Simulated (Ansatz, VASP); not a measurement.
# KF in VASP and in Ansatz

POSCAR

```
KF
1.0
    3.5852212747      0.0000000000      0.0000000000
   -1.7926106373      3.1048927021      0.0000000000
    0.0000000000      0.0000000000      6.3465556999
K F
2 2
Direct
    0.0000000000      0.0000000000      0.0000000000
    0.0000000000      0.0000000000      0.5000000000
    0.3333333333      0.6666666667      0.2500000000
    0.6666666667      0.3333333333      0.7500000000
```

Contents of INCAR.step1:

```
SYSTEM = KF
  ALGO = Normal
  EDIFF = 1E-4
  ENCUT = 520
  GGA = PE
  ISMEAR = 0
  LASPH = .True.
  LCHARG = .False.
  LREAL = .False.
  LWAVE = .True.
  NBANDS = 24
  NELM = 100
  PREC = Accurate
  SIGMA = 0.01
```

INCAR.step2

```
SYSTEM = KF
  ALGO = Normal
  EDIFF = 1E-7
  ENCUT = 520
  ISIF = 2
  ISMEAR = 0
  ISTART = 1
  LASPH = .True.
  LCHARG = .False.
  LMIXTAU = .True.
  LREAL = .False.
  LWAVE = .False.
  METAGGA = R2SCAN
  NBANDS = 24
  NELM = 100
  PREC = Accurate
  SIGMA = 0.01
```

Contents of KPOINTS:

```
k-points
0
Gamma
  6 6 4
  0 0 0
```

Input for Ansatz:

```yaml
crystal:
  lattice:
    - [3.5852212747, 0.0, 0.0]
    - [-1.7926106373, 3.1048927021, 0.0]
    - [0.0, 0.0, 6.3465556999]
  atoms:
    - { symbol: K, position: [0.0, 0.0, 0.0] }
    - { symbol: K, position: [0.0, 0.0, 0.5] }
    - { symbol: F, position: [0.3333333333, 0.6666666667, 0.25] }
    - { symbol: F, position: [0.6666666667, 0.3333333333, 0.75] }
kpoints:
  mp_grid: { grid: [6, 6, 4] }
hamiltonian:
  xc: r2scan
scf:
  occupations: { method: fixed }
  n_extra_bands: 5
output:
  forces: true
  stress: true
  eigenvalues: true
```

Alike in both runs: task single point; functional r2SCAN; k mesh 6 × 6 × 4; no spin polarisation.

```csv
,VASP,Ansatz
version,VASP 6.6.1,Ansatz 0.2.0
potentials or method,"VASP PAW PBE potentials, release 64 (K_sv, F)","plane waves, PAW"
plane-wave cutoff (eV),520,500
occupations,"gaussian, width 0.01 eV",fixed
valence electrons in the cell,32,32
```

VASP gave:

```
gap on the k mesh at the Fermi level (eV)                     : 7.20
pressure (GPa)                                                : 2.6
traceless stress, the component that is largest in VASP (GPa) : 0.36
```

Estimate Ansatz's values.

gap on the k mesh at the Fermi level (eV): 7.20; pressure (GPa): 2.5; traceless stress, the component that is largest in VASP (GPa): 0.33.

VASP's potentials were made for PBE, not for r2SCAN.
